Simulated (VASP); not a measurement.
# GaC2 (Pnnm) in VASP: further runs, part 2 of 2

VASP 6.6.1.

### Step 4. Relaxation of cell and atoms, PBE

INCAR

```
PREC     = Accurate       # precision mode
ENCUT    = 600            # plane-wave cutoff, eV
EDIFF    = 1E-7           # SCF threshold, eV
ISMEAR   = 0              # smearing method
SIGMA    = 0.1            # smearing width, eV
LREAL    = False          # projectors in reciprocal space
LASPH    = True           # aspherical terms in the spheres
NELM     = 100            # most SCF steps
ALGO     = Normal         # electronic algorithm
ISIF     = 3              # what is computed and relaxed
LWAVE    = False          # write WAVECAR
LCHARG   = False          # write CHGCAR
GGA      = PE             # functional
IBRION   = 2              # ionic algorithm
NSW      = 90             # ionic steps
EDIFFG   = -0.04          # ionic threshold
```

KPOINTS

```
regular mesh
0
Gamma
  4 4 6
```

POSCAR

```
GaC2
1.0
    4.0048473711      0.0000000000      0.0000000000
    0.0000000000      4.8878853101      0.0000000000
    0.0000000000      0.0000000000      3.0513466088
Ga C
2 4
Direct
    0.0000000000      0.0000000000      0.0000000000
    0.5000000000      0.5000000000      0.5000000000
    0.2004000000      0.3787000000      0.0000000000
    0.7996000000      0.6213000000      0.0000000000
    0.7004000000      0.1213000000      0.5000000000
    0.2996000000      0.8787000000      0.5000000000
```

Run with:

```console
$ cat potpaw_PBE.64/Ga_d/POTCAR potpaw_PBE.64/C/POTCAR > POTCAR
$ mpirun -np 1 vasp_std > vasp.out
```

It took 8 min on 1 thread of Intel Xeon 6975P-C (Granite Rapids), shared host; peak memory 0.21 GiB.

It converged, with:

| Quantity | Value |
| --- | --- |
| Free energy | -36.5945 eV |
| Relaxed volume | 11.28 Å³/atom |
| Relaxed cell | a = 4.111 Å, b = 5.016 Å, c = 3.281 Å, α = 90.00°, β = 90.00°, γ = 90.00° |
| Space group after relaxing (to 0.05 Å) | Pnnm (No. 58) |
| Energy gained by relaxing | 1220.1 meV/atom |
| Ionic steps | 25 |
| Pressure after relaxing | 0.0 GPa |
| Largest force after relaxing | 0.037 eV/Å |
| Band gap on the k mesh | zero (band 21 reaches 6.72 eV, above the bottom of band 22 at 4.18 eV) |

Forces on the atoms (eV/Å):
```
Ga   0.000  0.000  0.000
Ga   0.000  0.000  0.000
C    0.034 -0.015  0.000
C   -0.034  0.015  0.000
C    0.034  0.015  0.000
C   -0.034 -0.015  0.000
```

Stress tensor (GPa, compression positive):
```
 0.11  0.00  0.00
 0.00  0.21  0.00
 0.00  0.00 -0.41
```

Step by step:
| step | energy change (eV) | largest force (eV/Å) | pressure (GPa) | volume (Å³) |
| --- | --- | --- | --- | --- |
| 1 | 0.0000 | 3.9703 | 10.76 | 59.73 |
| 2 | -4.0889 | 6.3814 | -11.92 | 65.57 |
| 3 | 212.5235 | 549.5085 | 385.90 | 83.69 |
| 4 | -4.2280 | 6.3052 | -12.21 | 65.81 |
| 5 | -0.8063 | 31.7300 | 41.28 | 74.65 |
| 6 | -5.4073 | 6.0325 | -12.97 | 67.29 |
| 7 | -6.9763 | 1.0407 | -1.68 | 70.95 |
| 8 | -6.9829 | 1.4263 | -5.52 | 70.30 |
| 9 | -7.0023 | 0.7125 | -4.02 | 70.58 |
| 10 | -6.8629 | 4.9703 | 10.07 | 67.46 |
| 11 | -7.0534 | 1.3804 | 0.44 | 69.45 |
| 12 | -7.1349 | 1.3268 | 1.19 | 68.62 |
| 13 | -7.2659 | 0.8903 | 3.98 | 66.33 |
| 14 | -7.2743 | 0.6323 | 5.39 | 65.40 |
| 15 | -7.2913 | 0.8978 | 0.40 | 66.42 |
| 16 | -7.2962 | 0.4366 | 1.94 | 66.09 |
| 17 | -7.3083 | 0.2821 | 1.13 | 66.67 |
| 18 | -7.3156 | 0.1139 | -0.50 | 67.90 |
| 19 | -7.3160 | 0.0892 | -0.21 | 67.66 |
| 20 | -7.3172 | 0.0740 | -0.22 | 67.67 |
| 21 | -7.3197 | 0.0375 | -0.26 | 67.68 |
| 22 | -7.3195 | 0.1011 | -0.24 | 67.71 |
| 23 | -7.3205 | 0.0454 | -0.24 | 67.70 |
| 24 | -7.3203 | 0.1700 | 0.30 | 67.57 |
| 25 | -7.3206 | 0.0369 | -0.03 | 67.65 |

Final structure:
```yaml
crystal:
  lattice:
    - [4.11074, 0.00000, 0.00000]
    - [0.00000, 5.01598, 0.00000]
    - [0.00000, 0.00000, 3.28095]
  atoms:
    - { symbol: Ga, position: [0.00000, 0.00000, 0.00000] }
    - { symbol: Ga, position: [0.50000, 0.50000, 0.50000] }
    - { symbol: C, position: [0.11083, 0.40815, 0.00000] }
    - { symbol: C, position: [0.88917, 0.59185, 0.00000] }
    - { symbol: C, position: [0.61083, 0.09185, 0.50000] }
    - { symbol: C, position: [0.38917, 0.90815, 0.50000] }
```

Levels at points of the mesh, in eV from the Fermi level:
```tsv
k point	band 17	band 18	band 19	band 20	band 21	band 22	band 23	band 24	band 25
(0.00, 0.00, 0.00)	-3.61	-3.50	-3.43	-1.76	-1.61	4.05	4.19	4.87	5.53
(0.50, 0.00, 0.00)	-2.13	-2.13	-1.69	-1.69	0.76	0.76	3.22	3.22	6.28
(0.00, 0.50, 0.00)	-2.57	-2.57	-1.91	-1.91	-0.99	-0.99	4.38	4.38	5.69
(0.50, 0.50, 0.00)	-2.78	-2.78	-1.96	-1.96	1.54	1.54	2.58	2.58	4.47
(0.00, 0.00, 0.50)	-3.50	-3.50	-2.63	-2.63	-1.01	-1.01	1.00	1.00	5.53
(0.50, 0.00, 0.50)	-5.29	-5.29	-3.89	-3.89	-0.91	-0.91	3.89	3.89	7.46
(0.00, 0.50, 0.50)	-3.86	-3.86	-2.45	-2.45	-0.35	-0.35	0.50	0.50	3.75
(0.50, 0.50, 0.50)	-5.54	-5.54	-2.66	-2.66	0.77	0.77	2.75	2.75	5.34
```

Caveat: the k points lie up to 0.38 Å⁻¹ apart in the final cell.

### Step 5. Single point, PBE

This run uses another cell than the first one, of 11.30 Å³/atom, 1.135 times its volume.

INCAR

```
SYSTEM = GaC2
ALGO = Normal
EDIFF = 1E-6
ENCUT = 520
GGA = PE
ISIF = 2
ISMEAR = 0
LASPH = .True.
LCHARG = .False.
LREAL = .False.
LWAVE = .False.
NBANDS = 30
NELM = 80
PREC = Accurate
SIGMA = 0.1
```

KPOINTS

```
k-points
0
Gamma
  10 8 12
  0 0 0
```

POSCAR

```
GaC2
1.0
    4.1528742835      0.0000000000      0.0000000000
    0.0000000000      4.9920520207      0.0000000000
    0.0000000000      0.0000000000      3.2711107236
Ga C
2 4
Direct
    0.0000000000      0.0000000000      0.0000000000
    0.5000000000      0.5000000000      0.5000000000
    0.1087917043      0.4071914270      0.0000000000
    0.8912082957      0.5928085730      0.0000000000
    0.6087917043      0.0928085730      0.5000000000
    0.3912082957      0.9071914270      0.5000000000
```

Run with:

```console
$ cat potpaw_PBE.64/Ga_d/POTCAR potpaw_PBE.64/C/POTCAR > POTCAR
$ mpirun -np 1 vasp_std > vasp.out
```

It took 2.5 min on 1 thread of Intel Xeon 6975P-C (Granite Rapids), shared host; peak memory 0.43 GiB.

It converged, with:

| Item | Value |
| --- | --- |
| Free energy | -36.5844 eV |
| Pressure | 0.3 GPa |
| Largest force | 0.080 eV/Å |
| Band gap on the k mesh | zero (band 21 reaches 6.78 eV, above the bottom of band 22 at 4.01 eV) |

Forces in eV/Å, atoms in the order of the input:
```
Ga   0.000  0.000  0.000
Ga   0.000  0.000  0.000
C    0.051 -0.061  0.000
C   -0.051  0.061  0.000
C    0.051  0.061  0.000
C   -0.051 -0.061  0.000
```

Stress tensor (GPa, compression positive):
```
0.40 0.00 0.00
0.00 0.36 0.00
0.00 0.00 0.14
```

Levels at points of the mesh, in eV from the Fermi level:
| k point | band 19 | band 20 | band 21 | band 22 | band 23 | band 24 |
| --- | --- | --- | --- | --- | --- | --- |
| (0.00, 0.00, 0.00) | -3.34 | -1.78 | -1.53 | 4.15 | 4.26 | 4.91 |
| (0.50, 0.00, 0.00) | -1.67 | -1.67 | 0.66 | 0.66 | 3.37 | 3.37 |
| (0.00, 0.50, 0.00) | -1.99 | -1.99 | -0.87 | -0.87 | 4.40 | 4.40 |
| (0.50, 0.50, 0.00) | -1.91 | -1.91 | 1.50 | 1.50 | 2.69 | 2.69 |
| (0.00, 0.00, 0.50) | -2.52 | -2.52 | -1.14 | -1.14 | 1.03 | 1.03 |
| (0.50, 0.00, 0.50) | -3.80 | -3.80 | -0.83 | -0.83 | 3.85 | 3.85 |
| (0.00, 0.50, 0.50) | -2.48 | -2.48 | -0.40 | -0.40 | 0.55 | 0.55 |
| (0.50, 0.50, 0.50) | -2.68 | -2.68 | 0.90 | 0.90 | 2.75 | 2.75 |

### Step 6. The runs side by side

| task | cell | k mesh | cutoff (eV) | gap on the mesh (eV) | pressure (GPa) | largest force (eV/Å) |
| --- | --- | --- | --- | --- | --- | --- |
| single point | a = 4.005, b = 4.888, c = 3.051 Å, 6 atoms | 4 × 4 × 6 | 520 | none | 10.9 | 3.97 |
| single point | a = 4.116, b = 5.016, c = 3.264 Å, 6 atoms | 4 × 4 × 6 | 520 | none | 0.4 | 0.08 |
| relaxation of cell and atoms | relaxed from a = 4.005, b = 4.888, c = 3.051 Å, 6 atoms | 4 × 4 × 6 | 600 | none | 0.0 | 0.04 |
| single point | a = 4.153, b = 4.992, c = 3.271 Å, 6 atoms | 10 × 8 × 12 | 520 | none | 0.3 | 0.08 |

Alike in all rows: level PBE; potentials or basis VASP PAW PBE potentials, release 64 (Ga_d, C); no spin polarisation; smearing gaussian 0.1 eV.

Caveats: some runs use coarse meshes; forces of over 1 eV/Å act on the atoms, so gaps and moduli don't describe the material at rest (some runs).

Absolute energies hang on the potentials; compare differences alone.
